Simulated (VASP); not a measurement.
# PbS (Fm-3m) in VASP: settings compared, part 2 of 2

VASP 6.6.1. Earlier steps stand in the parts before.

**4. Dielectric tensor, LDA**

Contents of INCAR:

```
ALGO     = Normal         # electronic algorithm
EDIFF    = 1E-8           # SCF threshold, eV
ENCUT    = 520            # plane-wave cutoff, eV
ISIF     = 2              # what is computed and relaxed
ISMEAR   = 0              # smearing method
LASPH    = True           # aspherical terms in the spheres
LCHARG   = False          # write CHGCAR
LEPSILON = True           # dielectric tensor by DFPT
LREAL    = False          # projectors in reciprocal space
LWAVE    = False          # write WAVECAR
NELM     = 60             # most SCF steps
PREC     = Accurate       # precision mode
SIGMA    = 0.01           # smearing width, eV
```

Contents of KPOINTS:

```
k-points
0
Gamma
  8 8 8
```

Contents of POSCAR:

```
PbS
1.0
    0.0000000000      2.9657500000      2.9657500000
    2.9657500000      0.0000000000      2.9657500000
    2.9657500000      2.9657500000      0.0000000000
Pb S
1 1
Direct
    0.0000000000      0.0000000000      0.0000000000
    0.5000000000      0.5000000000      0.5000000000
```

Potentials or basis: VASP PAW LDA potentials, release 64 (Pb_d, S).

Run with:

```
> cat potpaw_LDA.64/Pb_d/POTCAR potpaw_LDA.64/S/POTCAR > POTCAR
> mpirun -np 1 vasp_std > vasp.out
```

OUTCAR:

```text
EDIFF = 1E-8
   ENCUT = 520
   ISIF = 2
   ISMEAR = 0
   LASPH = True
   LEPSILON = True
   LREAL = False
   NELM = 60
   PREC = Accurate

 ion  position               nearest neighbor table
   1  0.000  0.000  0.000-   2 2.97   2 2.97   2 2.97   2 2.97   2 2.97   2 2.97
   2  0.500  0.500  0.500-   1 2.97   1 2.97   1 2.97   1 2.97   1 2.97   1 2.97

  LATTYP: Found a face centered cubic cell.
 ALAT       =     5.9315000000

  Lattice vectors:

 A1 = (   0.0000000000,   2.9657500000,   2.9657500000)
 A2 = (   2.9657500000,   0.0000000000,   2.9657500000)
 A3 = (   2.9657500000,   2.9657500000,   0.0000000000)

Analysis of symmetry for initial positions (statically):
=====================================================================
 Subroutine PRICEL returns:
 Original cell was already a primitive cell.

 Routine SETGRP: Setting up the symmetry group for a
 face centered cubic supercell.

 Subroutine GETGRP returns: Found 48 space group operations
 (whereof 48 operations were pure point group operations)
 out of a pool of 48 trial point group operations.

The static configuration has the point symmetry O_h .

Analysis of symmetry for dynamics (positions and initial velocities):
=====================================================================
 Subroutine PRICEL returns:
 Original cell was already a primitive cell.

 Routine SETGRP: Setting up the symmetry group for a
 face centered cubic supercell.

 Subroutine GETGRP returns: Found 48 space group operations
 (whereof 48 operations were pure point group operations)
 out of a pool of 48 trial point group operations.

The dynamic configuration has the point symmetry O_h .

 Subroutine INISYM returns: Found 48 space group operations
 (whereof 48 operations are pure point group operations),
 and found     1 'primitive' translations

----------------------------------------------------------------------------------------

                                     Primitive cell

  volume of cell :      52.1715

  direct lattice vectors                    reciprocal lattice vectors
     0.000000000  2.965750000  2.965750000    -0.168591419  0.168591419  0.168591419
     2.965750000  0.000000000  2.965750000     0.168591419 -0.168591419  0.168591419
     2.965750000  2.965750000  0.000000000     0.168591419  0.168591419 -0.168591419

  length of vectors
     4.194203873  4.194203873  4.194203873     0.292008903  0.292008903  0.292008903

  position of ions in fractional coordinates (direct lattice)
     0.000000000  0.000000000  0.000000000
     0.500000000  0.500000000  0.500000000

  ion indices of the primitive-cell ions
   primitive index   ion index
                 1           1
                 2           2

----------------------------------------------------------------------------------------

[... 517 lines left out ...]
      7      -2.9671      2.00000
      8       2.1247      2.00000
      9       2.5521      2.00000
     10       4.6106      2.00000
     11       7.0150      0.00000
     12       8.8981      0.00000
     13       9.5326      0.00000
     14      13.4831      0.00000

 [... further k-points ...]

  FORCE on cell =-STRESS in cart. coord.  units (eV):
  Direction    XX          YY          ZZ          XY          YZ          ZX
  --------------------------------------------------------------------------------------
  -------------------------------------------------------------------------------------
  Total       -0.8257370     -0.8257370     -0.8257370     -0.0000000      0.0000000     -0.0000000
  in kB      -25.3582167    -25.3582167    -25.3582167     -0.0000000      0.0000000     -0.0000000
  external PRESSURE =     -25.3582167 kB  Pullay stress =       0.0000000 kB

 VOLUME and BASIS-vectors are now :
 -----------------------------------------------------------------------------
  energy-cutoff  :      520.00
  volume of cell :       52.17
      direct lattice vectors                 reciprocal lattice vectors
     0.000000000  2.965750000  2.965750000    -0.168591419  0.168591419  0.168591419
     2.965750000  0.000000000  2.965750000     0.168591419 -0.168591419  0.168591419
     2.965750000  2.965750000  0.000000000     0.168591419  0.168591419 -0.168591419

 POSITION                                       TOTAL-FORCE (eV/Angst)
 -----------------------------------------------------------------------------------
      0.00000      0.00000      0.00000        -0.000000      0.000000     -0.000000
      2.96575      2.96575      2.96575         0.000000     -0.000000      0.000000
 -----------------------------------------------------------------------------------
    total drift:                                0.000000     -0.000000     -0.000000

  FREE ENERGIE OF THE ION-ELECTRON SYSTEM (eV)
  ---------------------------------------------------
  free  energy   TOTEN  =        -9.9821501686 eV

  energy  without entropy=       -9.9821501686  energy(sigma->0) =       -9.98215017

 HEAD OF MICROSCOPIC STATIC DIELECTRIC TENSOR (INDEPENDENT PARTICLE, excluding Hartree and local field effects)
 ------------------------------------------------------
          56.134333     0.000000    -0.000000
           0.000000    56.134333     0.000000
          -0.000000     0.000000    56.134333
 ------------------------------------------------------

 Free energy of the ion-electron system (eV)
  ---------------------------------------------------
  ---------------------------------------------------
  free energy    TOTEN  =        -7.89462166 eV

  energy without entropy =       -7.89462166

------------------------ aborting loop because EDIFF is reached ----------------------------------------

--------------------------------------- Ionic step        2  -------------------------------------------

------------------------ aborting loop because EDIFF is reached ----------------------------------------

--------------------------------------- Ionic step        3  -------------------------------------------

 Free energy of the ion-electron system (eV)
  ---------------------------------------------------
  ---------------------------------------------------
  free energy    TOTEN  =        -7.89462215 eV

  energy without entropy =       -7.89462215

------------------------ aborting loop because EDIFF is reached ----------------------------------------

 PIEZOELECTRIC TENSOR FIELD DIRECTION 3  (e Angst)
 -----------------------------------------------------------------------------
     0.00328  0.00000  0.00000           (  0.00001  0.00000  0.00000)
     0.00000  0.00328 -0.00000           (  0.00000  0.00001  0.00000)
     0.00000  0.00000 -0.00173           (  0.00000  0.00000  0.00003)

 PIEZOELECTRIC TENSOR FIELD DIRECTION 3  (C/m^2)
 -----------------------------------------------------------------------------
     0.00101  0.00000  0.00000
     0.00000  0.00101 -0.00000
     0.00000  0.00000 -0.00053

 MACROSCOPIC STATIC DIELECTRIC TENSOR (including local field effects in DFT)
 ------------------------------------------------------
          54.623974     0.000000    -0.000000
          -0.000000    54.623974    -0.000000
           0.000000     0.000000    54.623974
 ------------------------------------------------------

 PIEZOELECTRIC TENSOR (including local field effects)  for field in x, y, z        (e  Angst)
          XX          YY          ZZ          XY          YZ          ZX
  --------------------------------------------------------------------------------
  x     0.00000     0.00000     0.00000     0.00000     0.00000     0.00000
  y     0.00000     0.00000     0.00000     0.00000     0.00000     0.00000
  z     0.00000     0.00000     0.00000     0.00000     0.00000     0.00000

 PIEZOELECTRIC TENSOR (including local field effects)  for field in x, y, z        (C/m^2)
          XX          YY          ZZ          XY          YZ          ZX
  --------------------------------------------------------------------------------
  x     0.00000     0.00000     0.00000     0.00000     0.00000     0.00000
  y     0.00000     0.00000     0.00000     0.00000     0.00000     0.00000
  z     0.00000     0.00000     0.00000     0.00000     0.00000     0.00000

 BORN EFFECTIVE CHARGES (including local field effects) (in |e|, cummulative output)
 ---------------------------------------------------------------------------------
 ion    1
    1     2.78739     0.00000     0.00000
    2     0.00000     2.78739     0.00000
    3     0.00000     0.00000     2.78739
 ion    2
    1    -2.78739     0.00000     0.00000
    2     0.00000    -2.78739     0.00000
    3     0.00000     0.00000    -2.78739
```

Wall time 2.3 min (1 thread of Intel Xeon Platinum 8488C (Sapphire Rapids), shared host); peak memory 0.26 GiB.

What came out:

- Band gap on the k mesh: 0.21 eV
- Electronic dielectric tensor (diagonal): 54.62
- Born charges (mean of the diagonal): Pb +2.79; S -2.79 e

Electronic dielectric tensor:
```
54.62  0.00  0.00
 0.00 54.62  0.00
 0.00  0.00 54.62
```

Born effective charge tensors (e):
atom 1, Pb
```
2.79 0.00 0.00
0.00 2.79 0.00
0.00 0.00 2.79
```
atom 2, S
```
-2.79  0.00  0.00
 0.00 -2.79  0.00
 0.00  0.00 -2.79
```

Caveat: the gap is small at this level, which inflates the dielectric constant; spin-orbit coupling is left out, which moves the levels of the heavy elements.

**5. Dielectric tensor, PBEsol**

Contents of INCAR:

```
SYSTEM = PbS
PREC = Accurate
ENCUT = 520
EDIFF = 1E-8
ISMEAR = 0
SIGMA = 0.01
LREAL = .False.
LASPH = .True.
NELM = 60
ALGO = Normal
ISIF = 2
LWAVE = .False.
LCHARG = .False.
GGA = PS
LEPSILON = .True.
```

Contents of KPOINTS:

```
regular mesh
0
Gamma
  8 8 8
  0 0 0
```

POSCAR is that of step 4.

Potentials or basis: VASP PAW PBE potentials, release 64 (Pb_d, S).

Run with:

```
> cat potpaw_PBE.64/Pb_d/POTCAR potpaw_PBE.64/S/POTCAR > POTCAR
> mpirun -np 1 vasp_std > vasp.out
```

OUTCAR:

```text
SYSTEM = PbS
   PREC = Accurate
   ENCUT = 520
   EDIFF = 1E-8
   ISMEAR = 0
   LREAL = .False.
   LASPH = .True.
   NELM = 60
   ISIF = 2
   GGA = PS
   LEPSILON = .True.

 ion  position               nearest neighbor table
   1  0.000  0.000  0.000-   2 2.97   2 2.97   2 2.97   2 2.97   2 2.97   2 2.97
   2  0.500  0.500  0.500-   1 2.97   1 2.97   1 2.97   1 2.97   1 2.97   1 2.97

  LATTYP: Found a face centered cubic cell.
 ALAT       =     5.9315000000

  Lattice vectors:

 A1 = (   0.0000000000,   2.9657500000,   2.9657500000)
 A2 = (   2.9657500000,   0.0000000000,   2.9657500000)
 A3 = (   2.9657500000,   2.9657500000,   0.0000000000)

Analysis of symmetry for initial positions (statically):
=====================================================================
 Subroutine PRICEL returns:
 Original cell was already a primitive cell.

 Routine SETGRP: Setting up the symmetry group for a
 face centered cubic supercell.

[... 628 lines left out ...]

 Free energy of the ion-electron system (eV)
  ---------------------------------------------------
  ---------------------------------------------------
  free energy    TOTEN  =        -5.33302186 eV

  energy without entropy =       -5.33302186

------------------------ aborting loop because EDIFF is reached ----------------------------------------

 PIEZOELECTRIC TENSOR FIELD DIRECTION 3  (e Angst)
 -----------------------------------------------------------------------------
     0.00295  0.00000  0.00000           (  0.00001  0.00000  0.00000)
     0.00000  0.00295 -0.00000           (  0.00000  0.00001  0.00000)
     0.00000  0.00000 -0.00088           (  0.00000  0.00000  0.00003)

 PIEZOELECTRIC TENSOR FIELD DIRECTION 3  (C/m^2)
 -----------------------------------------------------------------------------
     0.00091  0.00000  0.00000
     0.00000  0.00091 -0.00000
     0.00000  0.00000 -0.00027

 MACROSCOPIC STATIC DIELECTRIC TENSOR (including local field effects in DFT)
 ------------------------------------------------------
          36.755902    -0.000000     0.000000
          -0.000000    36.755902     0.000000
           0.000000    -0.000000    36.755902
 ------------------------------------------------------

 PIEZOELECTRIC TENSOR (including local field effects)  for field in x, y, z        (e  Angst)
          XX          YY          ZZ          XY          YZ          ZX
  --------------------------------------------------------------------------------
  x     0.00000     0.00000     0.00000     0.00000     0.00000     0.00000
  y     0.00000     0.00000     0.00000     0.00000     0.00000     0.00000
  z     0.00000     0.00000     0.00000     0.00000     0.00000     0.00000

 PIEZOELECTRIC TENSOR (including local field effects)  for field in x, y, z        (C/m^2)
          XX          YY          ZZ          XY          YZ          ZX
  --------------------------------------------------------------------------------
  x     0.00000     0.00000     0.00000     0.00000     0.00000     0.00000
  y     0.00000     0.00000     0.00000     0.00000     0.00000     0.00000
  z     0.00000     0.00000     0.00000     0.00000     0.00000     0.00000

 BORN EFFECTIVE CHARGES (including local field effects) (in |e|, cummulative output)
 ---------------------------------------------------------------------------------
 ion    1
    1     3.34028     0.00000     0.00000
    2     0.00000     3.34028     0.00000
    3     0.00000     0.00000     3.34028
 ion    2
    1    -3.34028     0.00000     0.00000
    2     0.00000    -3.34028     0.00000
    3     0.00000     0.00000    -3.34028
```

stdout:

```text
POSCAR found type information on POSCAR PbS
 POSCAR found :  2 types and       2 ions
 scaLAPACK will be used
 -----------------------------------------------------------------------------
|                                                                             |
|                                                                             |
|     You enforced a specific xc type in the INCAR file but a different       |
[... 28 lines left out ...]
  Direction:   1
 dielectric tensor                  component  1 :    36.756   -17.310   -18.680
 Linear response to external field, progress :
  Direction:   2
 dielectric tensor                  component  2 :   -18.884    36.756    19.373
 Linear response to external field, progress :
  Direction:   3
 dielectric tensor                  component  3 :   -20.600    19.950    36.756
 Born effective charges drift removed
```

Run time: 2.8 min. Hardware: 1 thread of Intel Xeon Platinum 8488C (Sapphire Rapids), shared host; peak memory 0.27 GiB.

What came out:

- Band gap on the k mesh: 0.25 eV
- Electronic dielectric tensor (diagonal): 36.76
- Born charges (mean of the diagonal): Pb +3.34; S -3.34 e

Electronic dielectric tensor:
```
36.76  0.00  0.00
 0.00 36.76  0.00
 0.00  0.00 36.76
```

Born effective charge tensors (e):
atom 1, Pb
```
3.34 0.00 0.00
0.00 3.34 0.00
0.00 0.00 3.34
```
atom 2, S
```
-3.34  0.00  0.00
 0.00 -3.34  0.00
 0.00  0.00 -3.34
```

Caveat: the gap is small at this level, which inflates the dielectric constant; the PAW data sets were made with another functional, which shifts forces and pressure a little; spin-orbit coupling is left out, which moves the levels of the heavy elements.

**6. Summary**

| task | level | potentials or basis | k mesh | smearing | gap on the mesh (eV) |
| --- | --- | --- | --- | --- | --- |
| vibrations by perturbation theory | PBEsol | VASP PAW PBE potentials, release 64 (Pb_d, S) | 6 × 6 × 6 | fermi-dirac 0.05 eV | - |
| dielectric tensor | PBE | VASP PAW PBE potentials, release 64 (Pb_d, S) | 8 × 8 × 8 | gaussian 0.01 eV | 0.36 |
| dielectric tensor | LDA | VASP PAW LDA potentials, release 64 (Pb_d, S) | 8 × 8 × 8 | gaussian 0.01 eV | 0.21 |
| dielectric tensor | PBEsol | VASP PAW PBE potentials, release 64 (Pb_d, S) | 8 × 8 × 8 | gaussian 0.01 eV | 0.25 |

Alike in all rows: no spin polarisation; cell as given; cutoff (eV) 520.

Caveats: spin-orbit coupling is left out, which moves the levels of the heavy elements; the gap is small at this level, which inflates the dielectric constant (at least some runs); the PAW data sets were made with another functional, which shifts forces and pressure a little (at least some runs).

Absolute energies hang on the potentials; compare differences alone.
